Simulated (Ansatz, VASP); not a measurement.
## One calculation of Hf, two programs

```
Hf
1.0
     3.21787    0.00000    0.00000
    -1.60893    2.78676    0.00000
     0.00000    0.00000    5.09130
Hf
2
Direct
  0.33333 0.66667 0.25000
  0.66667 0.33333 0.75000
```

Change from the starting cell: volume scaled by 1.02, crystal datasets.

Alike in both runs: task electric field gradients; functional PBE; k mesh 13 × 13 × 7; occupations fermi-dirac, width 0.05 eV; no spin polarisation.

|  | VASP | Ansatz |
| --- | --- | --- |
| version | VASP 6.6.1 | Ansatz 0.2.0 |
| potentials or method | VASP PAW PBE potentials, release 64 (Hf_pv), cutoff 520 eV | all-electron PAW with datasets made for the crystal, scalar-relativistic |

|  | VASP | Ansatz | Ansatz less VASP |
| --- | --- | --- | --- |
| pressure (GPa) | -1.8 | -1.3 | +0.45 |
| traceless stress, the component that is largest in VASP (GPa) | -0.21 | -0.14 | +0.068 |
| size of Vzz on the site where it differs most (V/Å²) | 77.0 | 85.5 | +8.48 |

Ansatz ran all-electron here, and VASP with PAW potentials.

Spin-orbit coupling is off throughout.
